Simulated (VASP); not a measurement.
# Co (Fd-3m) in VASP: notebook

The runs below take Co through single point, with PBE.

All numbers are computed with VASP 6.6.1; they aren't measurements. Logs are shortened: lines on timing, memory, paths and dates and some standing lists are left out, and cuts for length are marked.

## (1) The cell of the first run

The structure is cubic, space group Fd-3m (No. 227). Conventional cell: a = 4.546 Å, b = 4.546 Å, c = 4.546 Å, α = 90.00°, β = 90.00°, γ = 90.00°. Co (site symmetry -43m) has 4 Co at 1.97 Å within 2.6 Å.

This isn't the form of Co at room conditions, which is hcp.

## (2) Single point, PBE, collinear spin, ferromagnetic start (11.75 Å³/atom)

File INCAR:

```
SYSTEM = Co
ALGO = Normal ; EDIFF = 1E-6
ENCUT = 520 ; GGA = PE
ISIF = 2 ; ISMEAR = -1
ISPIN = 2 ; LASPH = .TRUE.
LCHARG = .FALSE. ; LMAXMIX = 4
LORBIT = 11 ; LREAL = .FALSE.
LWAVE = .FALSE. ; MAGMOM = 1.7 1.7
NBANDS = 20 ; NELM = 150
PREC = Accurate ; SIGMA = 0.05
```

File KPOINTS:

```
k-points
0
G
  15 15 15
  0 0 0
```

File POSCAR:

```
Co
1.0
    0.0000000000      2.2731566244      2.2731566244
    2.2731566244      0.0000000000      2.2731566244
    2.2731566244      2.2731566244      0.0000000000
Co
2
Direct
   -0.1250000000     -0.1250000000     -0.1250000000
    0.1250000000      0.1250000000      0.1250000000
```

Potentials or basis: VASP PAW PBE potentials, release 64 (Co).

Run with:

```
> cat potpaw_PBE.64/Co/POTCAR > POTCAR
> mpirun -np 1 vasp_std > vasp.out
```

OUTCAR:

```text
SYSTEM = Co
   EDIFF = 1E-6
   ENCUT = 520
   GGA = PE
   ISIF = 2
   ISMEAR = -1
   ISPIN = 2
   LASPH = .TRUE.
   LORBIT = 11
   LREAL = .FALSE.
   NELM = 150
   PREC = Accurate

 ion  position               nearest neighbor table
   1  0.875  0.875  0.875-   2 1.97   2 1.97   2 1.97   2 1.97
   2  0.125  0.125  0.125-   1 1.97   1 1.97   1 1.97   1 1.97

  LATTYP: Found a face centered cubic cell.
 ALAT       =     4.5463132488

  Lattice vectors:

 A1 = (   0.0000000000,   2.2731566244,   2.2731566244)
 A2 = (   2.2731566244,   0.0000000000,   2.2731566244)
 A3 = (   2.2731566244,   2.2731566244,   0.0000000000)

Analysis of symmetry for initial positions (statically):
=====================================================================
 Subroutine PRICEL returns:
 Original cell was already a primitive cell.

 Routine SETGRP: Setting up the symmetry group for a
 face centered cubic supercell.

 Subroutine GETGRP returns: Found 48 space group operations
 (whereof 12 operations were pure point group operations)
 out of a pool of 48 trial point group operations.

The static configuration has the point symmetry D_3d.
 The point group associated with its full space group is O_h .

Analysis of symmetry for dynamics (positions and initial velocities):
=====================================================================
 Subroutine PRICEL returns:
 Original cell was already a primitive cell.

 Routine SETGRP: Setting up the symmetry group for a
 face centered cubic supercell.

 Subroutine GETGRP returns: Found 48 space group operations
 (whereof 12 operations were pure point group operations)
 out of a pool of 48 trial point group operations.

The dynamic configuration has the point symmetry D_3d.
 The point group associated with its full space group is O_h .

Analysis of structural, dynamic, and magnetic symmetry:
=====================================================================
 Subroutine PRICEL returns:
 Original cell was already a primitive cell.

 Routine SETGRP: Setting up the symmetry group for a
 face centered cubic supercell.

 Subroutine GETGRP returns: Found 48 space group operations
 (whereof 12 operations were pure point group operations)
 out of a pool of 48 trial point group operations.

The overall configuration has the point symmetry D_3d.
 The point group associated with its full space group is O_h .

 Subroutine INISYM returns: Found 48 space group operations
 (whereof 12 operations are pure point group operations),
 and found     1 'primitive' translations

----------------------------------------------------------------------------------------

                                     Primitive cell

  volume of cell :      23.4919

  direct lattice vectors                    reciprocal lattice vectors
     0.000000000  2.273156624  2.273156624    -0.219958447  0.219958447  0.219958447
     2.273156624  0.000000000  2.273156624     0.219958447 -0.219958447  0.219958447
     2.273156624  2.273156624  0.000000000     0.219958447  0.219958447 -0.219958447

  length of vectors
     3.214728928  3.214728928  3.214728928     0.380979205  0.380979205  0.380979205

  position of ions in fractional coordinates (direct lattice)
     0.875000000  0.875000000  0.875000000
     0.125000000  0.125000000  0.125000000

  ion indices of the primitive-cell ions
   primitive index   ion index
                 1           1
                 2           2

----------------------------------------------------------------------------------------

 KPOINTS: k-points

Automatic generation of k-mesh.
 Grid dimensions read from file:
 generate k-points for:   15   15   15

 Generating k-lattice:

  Cartesian coordinates                     Fractional coordinates (reciprocal lattice)
    -0.014663896  0.014663896  0.014663896     0.066666667  0.000000000  0.000000000
     0.014663896 -0.014663896  0.014663896     0.000000000  0.066666667  0.000000000
     0.014663896  0.014663896 -0.014663896     0.000000000  0.000000000  0.066666667

  Length of vectors
     0.025398614  0.025398614  0.025398614

  Shift w.r.t. Gamma in fractional coordinates (k-lattice)
     0.000000000  0.000000000  0.000000000

 Subroutine IBZKPT returns following result:
 ===========================================

 Found    120 irreducible k-points:

 Following reciprocal coordinates:
            Coordinates               Weight
  0.000000  0.000000  0.000000      1.000000
  0.066667  0.000000  0.000000      8.000000
  0.133333  0.000000  0.000000      8.000000
  0.200000  0.000000  0.000000      8.000000
  0.266667  0.000000  0.000000      8.000000
  0.333333  0.000000  0.000000      8.000000
[... 16 lines left out ...]
  0.133333  0.133333  0.000000      6.000000
  0.200000  0.133333  0.000000     24.000000
 [... further k-points ...]
   k-points           NKPTS =    120   k-points in BZ     NKDIM =    120   number of bands    NBANDS=     20
   number of dos      NEDOS =    301   number of ions     NIONS =      2
   total plane-waves  NPLWV =  13824
   dimension x,y,z NGX =    24 NGY =   24 NGZ =   24
   dimension x,y,z NGXF=    48 NGYF=   48 NGZF=   48
   ions per type =               2
   NGX,Y,Z   is equivalent  to a cutoff of  12.41, 12.41, 12.41 a.u.
   NGXF,Y,Z  is equivalent  to a cutoff of  24.82, 24.82, 24.82 a.u.
 SYSTEM =  Co
   PREC   = accura    normal or accurate (medium, high low for compatibility)
   ISTART =      0    job   : 0-new  1-cont  2-samecut
   ICHARG =      2    charge: 1-file 2-atom 10-const
   ISPIN  =      2    spin polarized calculation?
   LNONCOLLINEAR =      F non collinear calculations
   LSORBIT =      F    spin-orbit coupling
   LASPH  =      T    aspherical Exc in radial PAW
   ENCUT  =  520.0 eV  38.22 Ry    6.18 a.u.   5.98  5.98  5.98*2*pi/ulx,y,z
   NELM   =    150;   NELMIN=  2; NELMDL= -5     # of ELM steps
   EDIFF  = 0.1E-05   stopping-criterion for ELM
   LREAL  =      F    real-space projection
   EDIFFG = 0.1E-04   stopping-criterion for IOM
   NSW    =      0    number of steps for IOM
   IBRION =     -1    ionic relax: 0-MD 1-quasi-New 2-CG
   NFREE  =      0    steps in history (QN), initial steepest desc. (CG)
   ISIF   =      2    stress and relaxation
   ISYM   =      2    0-nonsym 1-usesym 2-fastsym
   POTIM  = 0.5000    time-step for ionic-motion
   TEBEG  =    0.0;   TEEND  =   0.0 temperature during run
   PSTRESS=    0.0 pullay stress
   NELECT =      18.0000    total number of electrons
   NUPDOWN=      -1.0000    fix difference up-down
   EMIN   =  10.00;   EMAX   =-10.00  energy-range for DOS
   EFERMI =   0.00;   METHOD = LEGACY
   ISMEAR =    -1;   SIGMA  =   0.05  broadening in eV -4-tet -1-fermi 0-gaus
   EFERMI_NEDOS =   21; number of points for ismear=-14 and -15
   IALGO  =     38    algorithm
   IMIX   =      4    mixing-type and parameters
     AMIX     =   0.40;   BMIX     =  1.00
     AMIX_MAG =   1.60;   BMIX_MAG =  1.00
  volume/ion in A,a.u.               =      11.75        79.27
  Fermi-wavevector in a.u.,A,eV,Ry     =   1.498050  2.830904 30.533566  2.244154
  Thomas-Fermi vector in A             =   2.609859
   LORBIT       =     11    0 simple, 1 ext, 2 COOP (PROOUT), +10 PAW based schemes
   GGA     = PE    functional components
   LHFCALC =     F    Hartree Fock is set to
   AEXX    =    0.0000 exact exchange contribution
   IVDW    =     0    specifies the selected vdW correction
   LEPSILON=     F    determine dielectric tensor
   LRPA    =     F    only Hartree local field effects (RPA)
 spin polarized calculation
  energy-cutoff  :      520.00
  volume of cell :       23.49
 maximum number of plane-waves:       644
   NGX = 11   NGY = 11   NGZ = 11

 number of electron      18.0000013 magnetization       0.0015825

 number of electron      18.0000013 magnetization      -0.0001690

 Free energy of the ion-electron system (eV)
  ---------------------------------------------------
  ext. energy  EPLUGINS =         0.00000000
  ---------------------------------------------------
  free energy    TOTEN  =       -10.65803559 eV

  energy without entropy =      -10.63239329  energy(sigma->0) =      -10.64521444

 E-fermi :   9.4401     XC(G=0): -12.6402

 val. band max:        9.4348694770   @ k =   0.4667   0.1333   0.0667
 cond. band min:       9.4421595866   @ k =   0.2000   0.2000   0.0000
 fundamental gap:      0.0072901096
 Fermi energy:         9.4400862602

 spin component 1

 k-point     1 :       0.0000    0.0000    0.0000
  band No.  band energies     occupation
      1       1.1599      1.00000
      2       5.2390      1.00000
      3       5.2390      1.00000
      4       5.6325      1.00000
      5       5.6325      1.00000
      6       5.6325      1.00000
[... 12 lines left out ...]
     19      28.3532      0.00000
     20      29.8685      0.00000
[... 507 lines left out ...]
 k-point    24 :       0.2000    0.1333    0.0000
  band No.  band energies     occupation
      1       2.0891      1.00000
      2       4.6731      1.00000
      3       5.4674      1.00000
      4       5.6886      1.00000
      5       5.7569      1.00000
      6       6.3012      1.00000
[... 12 lines left out ...]
     19      31.1323      0.00000
     20      31.2212      0.00000

 [... further k-points ...]

 spin component 2

 k-point     1 :       0.0000    0.0000    0.0000
  band No.  band energies     occupation
      1       1.1599      1.00000
      2       5.2389      1.00000
      3       5.2389      1.00000
      4       5.6325      1.00000
      5       5.6325      1.00000
      6       5.6325      1.00000
[... 12 lines left out ...]
     19      28.3532      0.00000
     20      29.8685      0.00000
[... 507 lines left out ...]
 k-point    24 :       0.2000    0.1333    0.0000
  band No.  band energies     occupation
      1       2.0891      1.00000
      2       4.6730      1.00000
      3       5.4673      1.00000
      4       5.6886      1.00000
      5       5.7568      1.00000
      6       6.3011      1.00000
[... 12 lines left out ...]
     19      31.1322      0.00000
     20      31.2212      0.00000

 [... further k-points ...]

------------------------ aborting loop because EDIFF is reached ----------------------------------------

  FORCE on cell =-STRESS in cart. coord.  units (eV):
  Direction    XX          YY          ZZ          XY          YZ          ZX
  --------------------------------------------------------------------------------------
  -------------------------------------------------------------------------------------
  Total        7.2068231      7.2068231      7.2068231     -0.0000000      0.0000000      0.0000000
  in kB      491.5145406    491.5145406    491.5145406     -0.0000000      0.0000000      0.0000000
  external PRESSURE =     491.5145406 kB  Pullay stress =       0.0000000 kB

 VOLUME and BASIS-vectors are now :
 -----------------------------------------------------------------------------
  energy-cutoff  :      520.00
  volume of cell :       23.49
      direct lattice vectors                 reciprocal lattice vectors
     0.000000000  2.273156624  2.273156624    -0.219958447  0.219958447  0.219958447
     2.273156624  0.000000000  2.273156624     0.219958447 -0.219958447  0.219958447
     2.273156624  2.273156624  0.000000000     0.219958447  0.219958447 -0.219958447

 POSITION                                       TOTAL-FORCE (eV/Angst)
 -----------------------------------------------------------------------------------
      3.97802      3.97802      3.97802        -0.000000     -0.000000     -0.000000
      0.56829      0.56829      0.56829         0.000000      0.000000      0.000000
 -----------------------------------------------------------------------------------
    total drift:                                0.000000      0.000000      0.000000

  FREE ENERGIE OF THE ION-ELECTRON SYSTEM (eV)
  ---------------------------------------------------
  free  energy   TOTEN  =       -10.6580355898 eV

  energy  without entropy=      -10.6323932865  energy(sigma->0) =      -10.64521444

 total charge

# of ion       s       p       d       tot
------------------------------------------
    1        0.646   0.576   7.557   8.779
    2        0.646   0.576   7.557   8.779
--------------------------------------------------
tot          1.292   1.152  15.114  17.558

 magnetization (x)

# of ion       s       p       d       tot
------------------------------------------
    1        0.000   0.000  -0.000  -0.000
    2        0.000   0.000  -0.000  -0.000
--------------------------------------------------
tot          0.000   0.000  -0.000  -0.000
```

Run time: 2.8 min. Hardware: 1 thread of AMD EPYC 7R43 (Zen 3), shared host; peak memory 0.16 GiB.

Results:

```yaml
Free_energy: -10.6580 eV
Pressure: 49.2 GPa
Band_gap_on_the_k_mesh: zero (filled and empty bands overlap)
Net_moment: 0.00 μB per cell
Valence_electrons_inside_the_program's_atomic_spheres: Co 8.78
```

Caveat: the cell stands under pressure.

## (3) Single point, PBE, collinear spin, ferromagnetic start (13.25 Å³/atom)

This run uses another cell than the first one, of 13.25 Å³/atom.

File INCAR:

```
SYSTEM = Co
PREC = Accurate
ENCUT = 520
EDIFF = 1E-6
ISMEAR = -1
SIGMA = 0.05
LREAL = .FALSE.
LASPH = .TRUE.
NELM = 150
ALGO = Normal
ISIF = 2
LWAVE = .FALSE.
LCHARG = .FALSE.
ISPIN = 2
MAGMOM = 1.7 1.7
LORBIT = 11
LMAXMIX = 4
GGA = PE
NBANDS = 20
```

File KPOINTS:

```
regular mesh
0
G
  15 15 15
  0 0 0
```

File POSCAR:

```
Co
1.0
    0.0000000000      2.3664212154      2.3664212154
    2.3664212154      0.0000000000      2.3664212154
    2.3664212154      2.3664212154      0.0000000000
Co
2
Direct
   -0.1250000000     -0.1250000000     -0.1250000000
    0.1250000000      0.1250000000      0.1250000000
```

Potentials or basis: VASP PAW PBE potentials, release 64 (Co).

Run with:

```
> cat potpaw_PBE.64/Co/POTCAR > POTCAR
> mpirun -np 1 vasp_std > vasp.out
```

OUTCAR:

```text
SYSTEM = Co
   PREC = Accurate
   ENCUT = 520
   EDIFF = 1E-6
   ISMEAR = -1
   LREAL = .FALSE.
   LASPH = .TRUE.
   NELM = 150
   ISIF = 2
   ISPIN = 2
   LORBIT = 11
   GGA = PE

 ion  position               nearest neighbor table
   1  0.875  0.875  0.875-   2 2.05   2 2.05   2 2.05   2 2.05
   2  0.125  0.125  0.125-   1 2.05   1 2.05   1 2.05   1 2.05

  LATTYP: Found a face centered cubic cell.
 ALAT       =     4.7328424308

  Lattice vectors:

 A1 = (   0.0000000000,   2.3664212154,   2.3664212154)
 A2 = (   2.3664212154,   0.0000000000,   2.3664212154)
 A3 = (   2.3664212154,   2.3664212154,   0.0000000000)

Analysis of symmetry for initial positions (statically):
[... 1321 lines left out ...]
  energy-cutoff  :      520.00
  volume of cell :       26.50
      direct lattice vectors                 reciprocal lattice vectors
     0.000000000  2.366421215  2.366421215    -0.211289519  0.211289519  0.211289519
     2.366421215  0.000000000  2.366421215     0.211289519 -0.211289519  0.211289519
     2.366421215  2.366421215  0.000000000     0.211289519  0.211289519 -0.211289519

 POSITION                                       TOTAL-FORCE (eV/Angst)
 -----------------------------------------------------------------------------------
      4.14124      4.14124      4.14124         0.000000      0.000000      0.000000
      0.59161      0.59161      0.59161        -0.000000     -0.000000     -0.000000
 -----------------------------------------------------------------------------------
    total drift:                                0.000000      0.000000     -0.000000

  FREE ENERGIE OF THE ION-ELECTRON SYSTEM (eV)
  ---------------------------------------------------
  free  energy   TOTEN  =       -11.2587736092 eV

  energy  without entropy=      -11.2279716446  energy(sigma->0) =      -11.24337263

 total charge

# of ion       s       p       d       tot
------------------------------------------
    1        0.597   0.485   7.448   8.530
    2        0.597   0.485   7.448   8.530
--------------------------------------------------
tot          1.194   0.970  14.896  17.060

 magnetization (x)

# of ion       s       p       d       tot
------------------------------------------
    1       -0.001   0.000   0.050   0.049
    2       -0.001   0.000   0.050   0.049
--------------------------------------------------
tot         -0.002   0.000   0.100   0.099
```

OSZICAR:

```text
N       E                     dE             d eps       ncg     rms          rms(c)
DAV:   1     0.927409483264E+02    0.92741E+02   -0.78753E+03  9928   0.114E+03
DAV:   2    -0.724242134142E+01   -0.99983E+02   -0.88822E+02  9696   0.212E+02
DAV:   3    -0.121641565240E+02   -0.49217E+01   -0.47182E+01 10844   0.586E+01
[... 13 lines left out ...]
DAV:  17    -0.112587569473E+02   -0.37233E-05   -0.70171E-06 11628   0.258E-02    0.100E-02
DAV:  18    -0.112587592794E+02   -0.23322E-05   -0.18488E-06  6268   0.210E-02    0.889E-03
DAV:  19    -0.112587708582E+02   -0.11579E-04   -0.17452E-04 13060   0.204E-01    0.488E-03
DAV:  20    -0.112587729342E+02   -0.20760E-05   -0.13405E-05 12964   0.306E-02    0.298E-03
DAV:  21    -0.112587736092E+02   -0.67505E-06   -0.26600E-06  7840   0.252E-02
   1 F= -.11258774E+02 E0= -.11243373E+02  d E =-.308020E-01  mag=     0.0931
```

stdout:

```text
POSCAR found type information on POSCAR Co
 POSCAR found :  1 types and       2 ions
 scaLAPACK will be used
 LDA part: xc-table for (Slater+PW92), standard interpolation
 POSCAR, INCAR and KPOINTS ok, starting setup
 FFT: planning ... GRIDC
 FFT: planning ... GRID_SOFT
 FFT: planning ... GRID
 WAVECAR not read
 entering main loop
```

Run time: 5.7 min. Hardware: 1 thread of AMD EPYC 7R43 (Zen 3), shared host; peak memory 0.19 GiB.

What came out:

```yaml
Free_energy: -11.2588 eV
Pressure: 17.8 GPa
Net_moment: 0.10 μB per cell
Site_moments: Co +0.05 μB
Valence_electrons_inside_the_program's_atomic_spheres: Co 8.53
```

Caveat: the cell stands under pressure.

## (4) Single point, PBE, collinear spin, ferromagnetic start

This run uses another cell than the first one, of 15.06 Å³/atom.

File INCAR:

```
SYSTEM = Co
ALGO = Normal ; EDIFF = 1E-6
ENCUT = 520 ; GGA = PE
ISIF = 2 ; ISMEAR = -1
ISPIN = 2 ; LASPH = .TRUE.
LCHARG = .TRUE. ; LELF = .TRUE.
LMAXMIX = 4 ; LORBIT = 11
LREAL = .FALSE. ; LVHAR = .TRUE.
LWAVE = .FALSE. ; MAGMOM = 1.7 1.7
NBANDS = 20 ; NELM = 150
PREC = Accurate ; SIGMA = 0.05
```

File KPOINTS:

```
k-points
0
G
  15 15 15
  0 0 0
```

File POSCAR:

```
Co
1.0
    0.0000000000      2.4694362903      2.4694362903
    2.4694362903      0.0000000000      2.4694362903
    2.4694362903      2.4694362903      0.0000000000
Co
2
Direct
   -0.1250000000     -0.1250000000     -0.1250000000
    0.1250000000      0.1250000000      0.1250000000
```

Run with:

```
> cat potpaw_PBE.64/Co/POTCAR > POTCAR
> mpirun -np 1 vasp_std > vasp.out
```

Wall time 4 min (1 thread of AMD EPYC 7R43 (Zen 3), shared host); peak memory 0.2 GiB.

Results (log left out):

```
Free energy                                           : -11.4204 eV
Pressure                                              : 1.7 GPa
Net moment                                            : 1.88 μB per cell
Site moments                                          : Co +0.93 μB
Valence electrons inside the program's atomic spheres : Co 8.32
```

Levels at points of the mesh, in eV from the Fermi level:
Spin up:
```
           k point  band 8  band 9  band 10  band 11  band 12  band 13
(0.00, 0.00, 0.00)   -1.30   -1.30    -0.07    -0.07    13.17    13.17
```
Spin down:
| k point | band 6 | band 7 | band 8 | band 9 | band 10 | band 11 |
| --- | --- | --- | --- | --- | --- | --- |
| (0.00, 0.00, 0.00) | -2.22 | -0.38 | -0.38 | -0.38 | 1.01 | 1.01 |
